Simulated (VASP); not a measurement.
# CuO (CsCl type) (Pm-3m) in VASP: further runs

Aim: see how the results for CuO (CsCl type) move with the level of theory and the settings. Levels: PBEsol, r2SCAN. Tasks: electric field gradients.

Program: VASP 6.6.1. These are calculated values, not measurements. Logs are shortened: lines on timing, memory, paths and dates and some standing lists are left out, and cuts for length are marked.

### 1 The cell of the first run

It takes space group Pm-3m (No. 221, cubic). Conventional cell: a = 2.637 Å, b = 2.637 Å, c = 2.637 Å, α = 90.00°, β = 90.00°, γ = 90.00°. Cu (site symmetry m-3m) has 8 O at 2.28 Å and 6 Cu at 2.64 Å within 3.0 Å. O (site symmetry m-3m) has 8 Cu at 2.28 Å and 6 O at 2.64 Å within 3.0 Å.

### 2 Electric field gradients, PBEsol

The input, INCAR:

```
PREC     = Accurate       # precision mode
ENCUT    = 520            # plane-wave cutoff, eV
EDIFF    = 1E-8           # SCF threshold, eV
ISMEAR   = -1             # smearing method
SIGMA    = 0.08           # smearing width, eV
LREAL    = False          # projectors in reciprocal space
LASPH    = True           # aspherical terms in the spheres
NELM     = 100            # most SCF steps
ALGO     = Normal         # electronic algorithm
ISIF     = 2              # what is computed and relaxed
LWAVE    = False          # write WAVECAR
LCHARG   = False          # write CHGCAR
GGA      = PS             # functional
LEFG     = True         
NBANDS   = 16             # bands
```

The input, KPOINTS:

```
regular mesh
0
Gamma
  12 12 12
```

The input, POSCAR:

```
CuO
1.0
    2.6368332336      0.0000000000      0.0000000000
    0.0000000000      2.6368332336      0.0000000000
    0.0000000000      0.0000000000      2.6368332336
Cu O
1 1
Direct
    0.0000000000      0.0000000000      0.0000000000
    0.5000000000      0.5000000000      0.5000000000
```

Potentials or basis: VASP PAW PBE potentials, release 64 (Cu, O).

Launch:

```console
> cat potpaw_PBE.64/Cu/POTCAR potpaw_PBE.64/O/POTCAR > POTCAR
> mpirun -np 1 vasp_std > vasp.out
```

OUTCAR:

```text
PREC = Accurate
   ENCUT = 520
   EDIFF = 1E-8
   ISMEAR = -1
   LREAL = False
   LASPH = True
   NELM = 100
   ISIF = 2
   GGA = PS

 ion  position               nearest neighbor table
   1  0.000  0.000  0.000-   2 2.28   2 2.28   2 2.28   2 2.28   2 2.28   2 2.28   2 2.28   2 2.28

   2  0.500  0.500  0.500-   1 2.28   1 2.28   1 2.28   1 2.28   1 2.28   1 2.28   1 2.28   1 2.28

  LATTYP: Found a simple cubic cell.
 ALAT       =     2.6368332336

  Lattice vectors:

 A1 = (   2.6368332336,   0.0000000000,   0.0000000000)
 A2 = (   0.0000000000,   2.6368332336,   0.0000000000)
 A3 = (   0.0000000000,   0.0000000000,   2.6368332336)

Analysis of symmetry for initial positions (statically):
=====================================================================
 Subroutine PRICEL returns:
 Original cell was already a primitive cell.

 Routine SETGRP: Setting up the symmetry group for a
 simple cubic supercell.

 Subroutine GETGRP returns: Found 48 space group operations
 (whereof 48 operations were pure point group operations)
 out of a pool of 48 trial point group operations.

The static configuration has the point symmetry O_h .

Analysis of symmetry for dynamics (positions and initial velocities):
=====================================================================
 Subroutine PRICEL returns:
 Original cell was already a primitive cell.

 Routine SETGRP: Setting up the symmetry group for a
 simple cubic supercell.

 Subroutine GETGRP returns: Found 48 space group operations
 (whereof 48 operations were pure point group operations)
 out of a pool of 48 trial point group operations.

The dynamic configuration has the point symmetry O_h .

 Subroutine INISYM returns: Found 48 space group operations
 (whereof 48 operations are pure point group operations),
 and found     1 'primitive' translations

----------------------------------------------------------------------------------------

                                     Primitive cell

  volume of cell :      18.3336

  direct lattice vectors                    reciprocal lattice vectors
     2.636833234  0.000000000  0.000000000     0.379242793  0.000000000  0.000000000
     0.000000000  2.636833234  0.000000000     0.000000000  0.379242793  0.000000000
     0.000000000  0.000000000  2.636833234     0.000000000  0.000000000  0.379242793

  length of vectors
     2.636833234  2.636833234  2.636833234     0.379242793  0.379242793  0.379242793

  position of ions in fractional coordinates (direct lattice)
     0.000000000  0.000000000  0.000000000
     0.500000000  0.500000000  0.500000000

  ion indices of the primitive-cell ions
   primitive index   ion index
                 1           1
                 2           2

----------------------------------------------------------------------------------------

 KPOINTS: regular mesh

Automatic generation of k-mesh.
 Grid dimensions read from file:
 generate k-points for:   12   12   12

 Generating k-lattice:

  Cartesian coordinates                     Fractional coordinates (reciprocal lattice)
     0.031603566  0.000000000  0.000000000     0.083333333  0.000000000  0.000000000
     0.000000000  0.031603566  0.000000000     0.000000000  0.083333333  0.000000000
     0.000000000  0.000000000  0.031603566     0.000000000  0.000000000  0.083333333

  Length of vectors
     0.031603566  0.031603566  0.031603566

  Shift w.r.t. Gamma in fractional coordinates (k-lattice)
     0.000000000  0.000000000  0.000000000

 Subroutine IBZKPT returns following result:
 ===========================================

 Found     84 irreducible k-points:

 Following reciprocal coordinates:
            Coordinates               Weight
  0.000000  0.000000  0.000000      1.000000
  0.083333  0.000000  0.000000      6.000000
  0.166667  0.000000  0.000000      6.000000
  0.250000  0.000000  0.000000      6.000000
  0.333333  0.000000  0.000000      6.000000
  0.416667  0.000000  0.000000      6.000000
[... 16 lines left out ...]
  0.333333  0.333333  0.000000     12.000000
  0.416667  0.333333  0.000000     24.000000
 [... further k-points ...]
   k-points           NKPTS =     84   k-points in BZ     NKDIM =     84   number of bands    NBANDS=     16
   number of dos      NEDOS =    301   number of ions     NIONS =      2
   total plane-waves  NPLWV =   8000
   dimension x,y,z NGX =    20 NGY =   20 NGZ =   20
   dimension x,y,z NGXF=    40 NGYF=   40 NGZF=   40
   ions per type =               1   1
   NGX,Y,Z   is equivalent  to a cutoff of  12.61, 12.61, 12.61 a.u.
   NGXF,Y,Z  is equivalent  to a cutoff of  25.22, 25.22, 25.22 a.u.
 SYSTEM =  unknown system
   PREC   = accura    normal or accurate (medium, high low for compatibility)
   ISTART =      0    job   : 0-new  1-cont  2-samecut
   ICHARG =      2    charge: 1-file 2-atom 10-const
   ISPIN  =      1    spin polarized calculation?
   LNONCOLLINEAR =      F non collinear calculations
   LSORBIT =      F    spin-orbit coupling
   LASPH  =      T    aspherical Exc in radial PAW
   ENCUT  =  520.0 eV  38.22 Ry    6.18 a.u.   4.90  4.90  4.90*2*pi/ulx,y,z
   NELM   =    100;   NELMIN=  2; NELMDL= -5     # of ELM steps
   EDIFF  = 0.1E-07   stopping-criterion for ELM
   LREAL  =      F    real-space projection
   EDIFFG = 0.1E-06   stopping-criterion for IOM
   NSW    =      0    number of steps for IOM
   IBRION =     -1    ionic relax: 0-MD 1-quasi-New 2-CG
   NFREE  =      0    steps in history (QN), initial steepest desc. (CG)
   ISIF   =      2    stress and relaxation
   ISYM   =      2    0-nonsym 1-usesym 2-fastsym
   POTIM  = 0.5000    time-step for ionic-motion
   TEBEG  =    0.0;   TEEND  =   0.0 temperature during run
   PSTRESS=    0.0 pullay stress
   NELECT =      17.0000    total number of electrons
   NUPDOWN=      -1.0000    fix difference up-down
   EMIN   =  10.00;   EMAX   =-10.00  energy-range for DOS
   EFERMI =   0.00;   METHOD = LEGACY
   ISMEAR =    -1;   SIGMA  =   0.08  broadening in eV -4-tet -1-fermi 0-gaus
   EFERMI_NEDOS =   21; number of points for ismear=-14 and -15
   IALGO  =     38    algorithm
   IMIX   =      4    mixing-type and parameters
     AMIX     =   0.40;   BMIX     =  1.00
     AMIX_MAG =   1.60;   BMIX_MAG =  1.00
  volume/ion in A,a.u.               =       9.17        61.86
  Fermi-wavevector in a.u.,A,eV,Ry     =   1.596400  3.016759 34.674366  2.548494
  Thomas-Fermi vector in A             =   2.694169
   LORBIT       =      0    0 simple, 1 ext, 2 COOP (PROOUT), +10 PAW based schemes
   GGA     = PS    functional components
   LHFCALC =     F    Hartree Fock is set to
   AEXX    =    0.0000 exact exchange contribution
   IVDW    =     0    specifies the selected vdW correction
   LEPSILON=     F    determine dielectric tensor
   LRPA    =     F    only Hartree local field effects (RPA)
 non-spin polarized calculation
  energy-cutoff  :      520.00
  volume of cell :       18.33
 maximum number of plane-waves:       512
 NGX is ok and might be reduce to    20
   NGX =  9   NGY =  9   NGZ =  9

 number of electron      17.0000032 magnetization

 Free energy of the ion-electron system (eV)
  ---------------------------------------------------
  ext. energy  EPLUGINS =         0.00000000
  ---------------------------------------------------
  free energy    TOTEN  =        -9.56289247 eV

  energy without entropy =       -9.50075352  energy(sigma->0) =       -9.53182300

 E-fermi :   6.1616     XC(G=0): -13.0114

 val. band max:        6.1517611439   @ k =   0.4167   0.0833   0.0000
 cond. band min:       6.1686070767   @ k =   0.3333   0.1667   0.0833
 fundamental gap:      0.0168459328
 Fermi energy:         6.1616042084

 k-point     1 :       0.0000    0.0000    0.0000
  band No.  band energies     occupation
      1     -13.0219      2.00000
      2       2.9378      2.00000
      3       2.9378      2.00000
      4       4.3472      2.00000
      5       4.3472      2.00000
      6       4.3472      2.00000
[... 8 lines left out ...]
     15      25.6323      0.00000
     16      38.7316      0.00000

 k-point     2 :       0.0833    0.0000    0.0000
  band No.  band energies     occupation
      1     -12.9521      2.00000
      2       2.7190      2.00000
      3       2.9550      2.00000
      4       3.9922      2.00000
      5       4.0040      2.00000
      6       4.0040      2.00000
[... 8 lines left out ...]
     15      26.2302      0.00000
     16      36.5828      0.00000

 k-point     3 :       0.1667    0.0000    0.0000
  band No.  band energies     occupation
      1     -12.7547      2.00000
      2       1.7794      2.00000
      3       3.0022      2.00000
      4       3.6132      2.00000
      5       3.6132      2.00000
      6       3.9326      2.00000
[... 8 lines left out ...]
     15      27.6850      0.00000
     16      33.9428      0.00000

 k-point     4 :       0.2500    0.0000    0.0000
  band No.  band energies     occupation
      1     -12.4641      2.00000
      2       0.5585      2.00000
      3       3.0674      2.00000
      4       3.2841      2.00000
      5       3.2841      2.00000
      6       4.2403      2.00000
[... 8 lines left out ...]
     15      29.6789      0.00000
     16      31.6239      0.00000
[... 324 lines left out ...]
 k-point    22 :       0.5000    0.2500    0.0000
  band No.  band energies     occupation
      1     -11.4398      2.00000
      2      -0.5748      2.00000
      3       1.9883      2.00000
      4       3.3184      2.00000
      5       3.4387      2.00000
      6       4.3835      2.00000
[... 8 lines left out ...]
     15      32.1363      0.00000
     16      32.3755      0.00000

 k-point    23 :       0.3333    0.3333    0.0000
  band No.  band energies     occupation
      1     -11.4991      2.00000
      2       0.3923      2.00000
      3       1.2926      2.00000
      4       3.5250      2.00000
      5       3.5279      2.00000
      6       4.2508      2.00000
[... 8 lines left out ...]
     15      31.3122      0.00000
     16      31.5254      0.00000

 k-point    24 :       0.4167    0.3333    0.0000
  band No.  band energies     occupation
      1     -11.3193      2.00000
      2       0.1872      2.00000
      3       1.3489      2.00000
      4       3.4763      2.00000
      5       3.6233      2.00000
      6       4.2417      2.00000
[... 8 lines left out ...]
     15      31.3653      0.00000
     16      32.1243      0.00000

 [... further k-points ...]
[... 5 lines left out ...]
  --------------------------------------------------------------------------------------
  -------------------------------------------------------------------------------------
  Total       -1.0541684     -1.0541684     -1.0541684      0.0000000      0.0000000      0.0000000
  in kB      -92.1239606    -92.1239606    -92.1239606      0.0000000      0.0000000      0.0000000
  external PRESSURE =     -92.1239606 kB  Pullay stress =       0.0000000 kB

 VOLUME and BASIS-vectors are now :
 -----------------------------------------------------------------------------
  energy-cutoff  :      520.00
  volume of cell :       18.33
      direct lattice vectors                 reciprocal lattice vectors
     2.636833234  0.000000000  0.000000000     0.379242793  0.000000000  0.000000000
     0.000000000  2.636833234  0.000000000     0.000000000  0.379242793  0.000000000
     0.000000000  0.000000000  2.636833234     0.000000000  0.000000000  0.379242793

 POSITION                                       TOTAL-FORCE (eV/Angst)
 -----------------------------------------------------------------------------------
      0.00000      0.00000      0.00000         0.000000      0.000000      0.000000
      1.31842      1.31842      1.31842         0.000000      0.000000      0.000000
 -----------------------------------------------------------------------------------
    total drift:                               -0.000000      0.000000      0.000000

  FREE ENERGIE OF THE ION-ELECTRON SYSTEM (eV)
  ---------------------------------------------------
  free  energy   TOTEN  =        -9.5628924735 eV

  energy  without entropy=       -9.5007535190  energy(sigma->0) =       -9.53182300

 Electric field gradients (V/A^2)
---------------------------------------------------------------------
 ion       V_xx      V_yy      V_zz      V_xy      V_xz      V_yz
---------------------------------------------------------------------
   1      -0.000    -0.000    -0.000    -0.000    -0.000    -0.000
   2      -0.000     0.000     0.000    -0.000     0.000    -0.000
---------------------------------------------------------------------

 Electric field gradients after diagonalization (V/A^2)
 (convention: |V_zz| > |V_xx| > |V_yy|)
----------------------------------------------------------------------
 ion       V_xx      V_yy      V_zz     asymmetry (V_yy - V_xx)/ V_zz
----------------------------------------------------------------------
   1      -0.000    -0.000    -0.000      -0.225
   2      -0.000     0.000     0.000       0.199
----------------------------------------------------------------------

           NMR quadrupolar parameters

 Cq : quadrupolar parameter    Cq=e*Q*V_zz/h
 eta: asymmetry parameters     (V_yy - V_xx)/ V_zz
 Q  : nuclear electric quadrupole moment in mb (millibarn)
----------------------------------------------------------------------
 ion       Cq(MHz)       eta       Q (mb)
----------------------------------------------------------------------
   1      -0.000      -0.225       1.000
   2       0.000       0.199       1.000
----------------------------------------------------------------------
```

Wall time 33 s (1 thread of AMD EPYC 7R43 (Zen 3), shared host); peak memory 0.1 GiB.

What came out:

* Free energy: -9.5629 eV
* Pressure: -9.2 GPa

Levels at points of the mesh, in eV from the Fermi level:
```tsv
k point	band 7	band 8	band 9	band 10	band 11	band 12
(0.00, 0.00, 0.00)	-1.58	-1.58	-1.58	0.65	15.52	15.52
(0.50, 0.00, 0.00)	-1.11	0.40	0.40	6.30	7.79	17.38
(0.50, 0.50, 0.00)	-2.02	-1.14	-0.87	5.09	11.21	11.21
(0.50, 0.50, 0.50)	0.30	0.30	0.30	6.87	6.87	6.87
```

Caveat: without QUAD_EFG the Cq values of the log hold for a quadrupole moment of 1 mb, not for the nuclei; the PAW data sets were made with another functional, which shifts forces and pressure a little; an odd number of electrons without spin polarisation forces a metal; a magnetic or distorted state may lie lower; semilocal functionals often make such compounds metallic where correlation or magnetic order opens a gap, which also shifts bond lengths. With open d or f shells a metallic result of PBEsol can be an artefact of self-interaction; +U or a hybrid may open a gap.

[end of part 1 of 2]
